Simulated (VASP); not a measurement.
# Na (Im-3m) in VASP: single point with PBEsol

Aim: the single point of Na with PBEsol.

Program: VASP 6.6.1. These are calculated values, not measurements. Logs are shortened: lines on timing, memory, paths and dates and some standing lists are left out, and cuts for length are marked.

## (1) The cell of the first run

Symmetry: Im-3m, No. 229, cubic system. The conventional cell has a = 4.171 Å, b = 4.171 Å, c = 4.171 Å, α = 90.00°, β = 90.00°, γ = 90.00°. Na (site symmetry m-3m) has 14 Na at 3.61 to 4.17 Å within 4.7 Å.

## (2) Single point, PBEsol, non-collinear spin, zero start, spin-orbit coupling

INCAR

```
SYSTEM = Na
  PREC = Accurate
  ENCUT = 500
  EDIFF = 1E-6
  ISMEAR = 0
  SIGMA = 0.1
  LREAL = .FALSE.
  LASPH = .TRUE.
  NELM = 200
  ALGO = Normal
  ISIF = 2
  LWAVE = .FALSE.
  LCHARG = .TRUE.
  LNONCOLLINEAR = .TRUE.
  MAGMOM = 0 0 0
  LORBIT = 11
  LSORBIT = .TRUE.
  GGA_COMPAT = .FALSE.
  LORBMOM = .TRUE.
  GGA = PS
  LVHAR = .TRUE.
  NBANDS = 18
```

KPOINTS

```
Automatic mesh
0
G
  14 14 14
  0 0 0
```

POSCAR

```
Na
1.0
   -2.0857316384      2.0857316384      2.0857316384
    2.0857316384     -2.0857316384      2.0857316384
    2.0857316384      2.0857316384     -2.0857316384
Na
1
Direct
    0.0000000000      0.0000000000      0.0000000000
```

Potentials or basis: VASP PAW PBE potentials, release 64 (Na_pv).

Started as:

```
$ cat potpaw_PBE.64/Na_pv/POTCAR > POTCAR
$ mpirun -np 1 vasp_ncl > vasp.out
```

OUTCAR:

```text
SYSTEM = Na
   PREC = Accurate
   ENCUT = 500
   EDIFF = 1E-6
   ISMEAR = 0
   LREAL = .FALSE.
   LASPH = .TRUE.
   NELM = 200
   ISIF = 2
   LNONCOLLINEAR = .TRUE.
   LORBIT = 11
   LSORBIT = .TRUE.
   GGA = PS

 ion  position               nearest neighbor table
   1  0.000  0.000  0.000-

  LATTYP: Found a body centered cubic cell.
 ALAT       =     4.1714632768

  Lattice vectors:

 A1 = (  -2.0857316384,   2.0857316384,   2.0857316384)
 A2 = (   2.0857316384,  -2.0857316384,   2.0857316384)
 A3 = (   2.0857316384,   2.0857316384,  -2.0857316384)

Analysis of symmetry for initial positions (statically):
=====================================================================
 Subroutine PRICEL returns:
 Original cell was already a primitive cell.

 Routine SETGRP: Setting up the symmetry group for a
 body centered cubic supercell.

 Subroutine GETGRP returns: Found 48 space group operations
 (whereof 48 operations were pure point group operations)
 out of a pool of 48 trial point group operations.

The static configuration has the point symmetry O_h .

Analysis of symmetry for dynamics (positions and initial velocities):
=====================================================================
 Subroutine PRICEL returns:
 Original cell was already a primitive cell.

 Routine SETGRP: Setting up the symmetry group for a
 body centered cubic supercell.

 Subroutine GETGRP returns: Found 48 space group operations
 (whereof 48 operations were pure point group operations)
 out of a pool of 48 trial point group operations.

The dynamic configuration has the point symmetry O_h .

Analysis of structural, dynamic, and magnetic symmetry:
=====================================================================
 Subroutine PRICEL returns:
 Original cell was already a primitive cell.

 Routine SETGRP: Setting up the symmetry group for a
 body centered cubic supercell.

 Subroutine GETGRP returns: Found 48 space group operations
 (whereof 48 operations were pure point group operations)
 out of a pool of 48 trial point group operations.

The overall configuration has the point symmetry O_h .

 Subroutine INISYM returns: Found 48 space group operations
 (whereof 48 operations are pure point group operations),
 and found     1 'primitive' translations

----------------------------------------------------------------------------------------

                                     Primitive cell

  volume of cell :      36.2940

  direct lattice vectors                    reciprocal lattice vectors
    -2.085731638  2.085731638  2.085731638     0.000000000  0.239724033  0.239724033
     2.085731638 -2.085731638  2.085731638     0.239724033  0.000000000  0.239724033
     2.085731638  2.085731638 -2.085731638     0.239724033  0.239724033  0.000000000

  length of vectors
     3.612593169  3.612593169  3.612593169     0.339020979  0.339020979  0.339020979

  position of ions in fractional coordinates (direct lattice)
     0.000000000  0.000000000  0.000000000

  ion indices of the primitive-cell ions
   primitive index   ion index
                 1           1

----------------------------------------------------------------------------------------

 KPOINTS: Automatic mesh

Automatic generation of k-mesh.
 Grid dimensions read from file:
 generate k-points for:   14   14   14

 Generating k-lattice:

  Cartesian coordinates                     Fractional coordinates (reciprocal lattice)
     0.000000000  0.017123145  0.017123145     0.071428571  0.000000000  0.000000000
     0.017123145  0.000000000  0.017123145     0.000000000  0.071428571  0.000000000
     0.017123145  0.017123145  0.000000000     0.000000000  0.000000000  0.071428571

  Length of vectors
     0.024215784  0.024215784  0.024215784

  Shift w.r.t. Gamma in fractional coordinates (k-lattice)
     0.000000000  0.000000000  0.000000000

 Subroutine IBZKPT returns following result:
 ===========================================

 Found    104 irreducible k-points:

 Following reciprocal coordinates:
            Coordinates               Weight
  0.000000  0.000000  0.000000      1.000000
  0.071429  0.000000  0.000000     12.000000
  0.142857  0.000000  0.000000     12.000000
  0.214286  0.000000  0.000000     12.000000
  0.285714  0.000000  0.000000     12.000000
  0.357143  0.000000  0.000000     12.000000
[... 16 lines left out ...]
  0.285714  0.285714  0.000000     24.000000
  0.357143  0.285714  0.000000     24.000000
 [... further k-points ...]
   k-points           NKPTS =    104   k-points in BZ     NKDIM =    104   number of bands    NBANDS=     18
   number of dos      NEDOS =    301   number of ions     NIONS =      1
   total plane-waves  NPLWV =  21952
   dimension x,y,z NGX =    28 NGY =   28 NGZ =   28
   dimension x,y,z NGXF=    56 NGYF=   56 NGZF=   56
   ions per type =               1
   NGX,Y,Z   is equivalent  to a cutoff of  12.89, 12.89, 12.89 a.u.
   NGXF,Y,Z  is equivalent  to a cutoff of  25.77, 25.77, 25.77 a.u.
 SYSTEM =  Na
   PREC   = accura    normal or accurate (medium, high low for compatibility)
   ISTART =      0    job   : 0-new  1-cont  2-samecut
   ICHARG =      2    charge: 1-file 2-atom 10-const
   ISPIN  =      1    spin polarized calculation?
   LNONCOLLINEAR =      T non collinear calculations
   LSORBIT =      T    spin-orbit coupling
   LASPH  =      T    aspherical Exc in radial PAW
   ENCUT  =  500.0 eV  36.75 Ry    6.06 a.u.   6.59  6.59  6.59*2*pi/ulx,y,z
   NELM   =    200;   NELMIN=  2; NELMDL= -5     # of ELM steps
   EDIFF  = 0.1E-05   stopping-criterion for ELM
   LREAL  =      F    real-space projection
   EDIFFG = 0.1E-04   stopping-criterion for IOM
   NSW    =      0    number of steps for IOM
   IBRION =     -1    ionic relax: 0-MD 1-quasi-New 2-CG
   NFREE  =      0    steps in history (QN), initial steepest desc. (CG)
   ISIF   =      2    stress and relaxation
   ISYM   =      2    0-nonsym 1-usesym 2-fastsym
   POTIM  = 0.5000    time-step for ionic-motion
   TEBEG  =    0.0;   TEEND  =   0.0 temperature during run
   PSTRESS=    0.0 pullay stress
   NELECT =       7.0000    total number of electrons
   NUPDOWN=      -1.0000    fix difference up-down
   EMIN   =  10.00;   EMAX   =-10.00  energy-range for DOS
   EFERMI =   0.00;   METHOD = LEGACY
   ISMEAR =     0;   SIGMA  =   0.10  broadening in eV -4-tet -1-fermi 0-gaus
   EFERMI_NEDOS =   21; number of points for ismear=-14 and -15
   IALGO  =     38    algorithm
   IMIX   =      4    mixing-type and parameters
     AMIX     =   0.40;   BMIX     =  1.00
     AMIX_MAG =   1.60;   BMIX_MAG =  1.00
  volume/ion in A,a.u.               =      36.29       244.92
  Fermi-wavevector in a.u.,A,eV,Ry     =   0.945865  1.787425 12.172592  0.894660
  Thomas-Fermi vector in A             =   2.073807
   LORBIT       =     11    0 simple, 1 ext, 2 COOP (PROOUT), +10 PAW based schemes
   GGA     = PS    functional components
   LHFCALC =     F    Hartree Fock is set to
   AEXX    =    0.0000 exact exchange contribution
   IVDW    =     0    specifies the selected vdW correction
   LEPSILON=     F    determine dielectric tensor
   LRPA    =     F    only Hartree local field effects (RPA)
 Gauss-broadening in eV      SIGMA  =   0.10
  energy-cutoff  :      500.00
  volume of cell :       36.29
 maximum number of plane-waves:      1894
   NGX = 13   NGY = 13   NGZ = 13

 number of electron       6.9999995 magnetization       0.0000000      0.0000000      0.0000000

 number of electron       6.9999995 magnetization       0.0000000     -0.0000000     -0.0000000

 number of electron       6.9999995 magnetization      -0.0000000      0.0000000      0.0000000

 Free energy of the ion-electron system (eV)
  ---------------------------------------------------
  ext. energy  EPLUGINS =         0.00000000
  ---------------------------------------------------
  free energy    TOTEN  =        -1.40080957 eV

  energy without entropy =       -1.39779386  energy(sigma->0) =       -1.39930172

 E-fermi :   0.3397     XC(G=0):  -6.5574

 val. band max:        0.3127290474   @ k =  -0.3571   0.4286   0.1429
 cond. band min:       0.3939950043   @ k =   0.3571   0.0714   0.0714
 fundamental gap:      0.0812659569
 Fermi energy:         0.3397260782

 k-point     1 :       0.0000    0.0000    0.0000
  band No.  band energies     occupation
      1     -24.5209      1.00000
      2     -24.5209      1.00000
      3     -24.3427      1.00000
      4     -24.3427      1.00000
      5     -24.3427      1.00000
      6     -24.3427      1.00000
[... 10 lines left out ...]
     17      13.2538      0.00000
     18      13.2541      0.00000

 k-point     2 :       0.0714    0.0000    0.0000
  band No.  band energies     occupation
      1     -24.5218      1.00000
      2     -24.5218      1.00000
      3     -24.3441      1.00000
      4     -24.3441      1.00000
      5     -24.3430      1.00000
      6     -24.3430      1.00000
[... 10 lines left out ...]
     17      12.7269      0.00000
     18      12.7269      0.00000

 k-point     3 :       0.1429    0.0000    0.0000
  band No.  band energies     occupation
      1     -24.5242      1.00000
      2     -24.5242      1.00000
      3     -24.3482      1.00000
      4     -24.3482      1.00000
      5     -24.3438      1.00000
      6     -24.3438      1.00000
[... 10 lines left out ...]
     17      12.4448      0.00000
     18      12.4448      0.00000

 k-point     4 :       0.2143    0.0000    0.0000
  band No.  band energies     occupation
      1     -24.5278      1.00000
      2     -24.5278      1.00000
      3     -24.3539      1.00000
      4     -24.3539      1.00000
      5     -24.3449      1.00000
      6     -24.3449      1.00000
[... 375 lines left out ...]
      4     -24.3696      1.00000
      5     -24.3525      1.00000
      6     -24.3525      1.00000
[... 10 lines left out ...]
     17      14.1605      0.00000
     18      14.1605      0.00000

 k-point    23 :       0.2857    0.2857    0.0000
  band No.  band energies     occupation
      1     -24.5400      1.00000
      2     -24.5400      1.00000
      3     -24.3692      1.00000
      4     -24.3692      1.00000
      5     -24.3534      1.00000
      6     -24.3534      1.00000
[... 10 lines left out ...]
     17      13.4180      0.00000
     18      13.4180      0.00000

 k-point    24 :       0.3571    0.2857    0.0000
  band No.  band energies     occupation
      1     -24.5405      1.00000
      2     -24.5405      1.00000
      3     -24.3697      1.00000
      4     -24.3697      1.00000
      5     -24.3541      1.00000
      6     -24.3541      1.00000
[... 10 lines left out ...]
     17      13.6743      0.00000
     18      13.6743      0.00000

 [... further k-points ...]

------------------------ aborting loop because EDIFF is reached ----------------------------------------

  FORCE on cell =-STRESS in cart. coord.  units (eV):
  Direction    XX          YY          ZZ          XY          YZ          ZX
  --------------------------------------------------------------------------------------
  -------------------------------------------------------------------------------------
  Total       -0.0178388     -0.0178388     -0.0178388     -0.0000000      0.0000000      0.0000000
  in kB       -0.7874847     -0.7874847     -0.7874847     -0.0000000      0.0000000      0.0000000
  external PRESSURE =      -0.7874847 kB  Pullay stress =       0.0000000 kB

 VOLUME and BASIS-vectors are now :
 -----------------------------------------------------------------------------
  energy-cutoff  :      500.00
  volume of cell :       36.29
      direct lattice vectors                 reciprocal lattice vectors
    -2.085731638  2.085731638  2.085731638     0.000000000  0.239724033  0.239724033
     2.085731638 -2.085731638  2.085731638     0.239724033  0.000000000  0.239724033
     2.085731638  2.085731638 -2.085731638     0.239724033  0.239724033  0.000000000

 POSITION                                       TOTAL-FORCE (eV/Angst)
 -----------------------------------------------------------------------------------
      0.00000      0.00000      0.00000        -0.000000      0.000000      0.000000
 -----------------------------------------------------------------------------------
    total drift:                               -0.000000     -0.000000     -0.000000

  FREE ENERGIE OF THE ION-ELECTRON SYSTEM (eV)
  ---------------------------------------------------
  free  energy   TOTEN  =        -1.4008095734 eV

  energy  without entropy=       -1.3977938636  energy(sigma->0) =       -1.39930172

 orbital moment (x)

 # of ion     p       tot
 --------------------------------
  1        -0.000  -0.000
 --------------------------------
           -0.000  -0.000

 orbital moment (y)

 # of ion     p       tot
 --------------------------------
  1        -0.000  -0.000
 --------------------------------
           -0.000  -0.000

 orbital moment (z)

 # of ion     p       tot
 --------------------------------
  1         0.000   0.000
 --------------------------------
            0.000   0.000

 Spin-Orbit-Coupling matrix elements

 Ion:    1  E_soc:     -0.0007334
 l=   1
     0.0000000    -0.0001222    -0.0001222
    -0.0001222     0.0000000    -0.0001222
    -0.0001222    -0.0001222     0.0000000
 l=   2
     0.0000000     0.0000000     0.0000000     0.0000000     0.0000000
     0.0000000     0.0000000     0.0000000     0.0000000     0.0000000
     0.0000000     0.0000000     0.0000000     0.0000000     0.0000000
     0.0000000     0.0000000     0.0000000     0.0000000     0.0000000
     0.0000000     0.0000000     0.0000000     0.0000000     0.0000000
 l=   3
     0.0000000     0.0000000     0.0000000     0.0000000     0.0000000     0.0000000     0.0000000
     0.0000000     0.0000000     0.0000000     0.0000000     0.0000000     0.0000000     0.0000000
     0.0000000     0.0000000     0.0000000     0.0000000     0.0000000     0.0000000     0.0000000
     0.0000000     0.0000000     0.0000000     0.0000000     0.0000000     0.0000000     0.0000000
     0.0000000     0.0000000     0.0000000     0.0000000     0.0000000     0.0000000     0.0000000
     0.0000000     0.0000000     0.0000000     0.0000000     0.0000000     0.0000000     0.0000000
     0.0000000     0.0000000     0.0000000     0.0000000     0.0000000     0.0000000     0.0000000

 total charge

# of ion       s       p       d       tot
------------------------------------------
    1        0.098   5.967   0.000   6.065

 magnetization (x)

# of ion       s       p       d       tot
------------------------------------------
    1       -0.000   0.000   0.000  -0.000

 magnetization (y)

# of ion       s       p       d       tot
------------------------------------------
    1       -0.000   0.000   0.000  -0.000

 magnetization (z)

# of ion       s       p       d       tot
------------------------------------------
    1        0.000   0.000   0.000   0.000
```

It took 94 s on 1 thread of Intel Xeon Platinum 8488C (Sapphire Rapids), shared host; peak memory 0.28 GiB.

What came out:

```yaml
Free_energy: -1.4008 eV
Pressure: -0.1 GPa
Net_moment: 0.00 μB per cell
Valence_electrons_inside_the_program's_atomic_spheres: Na 6.07
```

Moments on the atoms (μB; x, y, z):
```
Na  0.00 0.00 0.00
```

Caveat: the PAW data sets were made with another functional, which shifts forces and pressure a little.
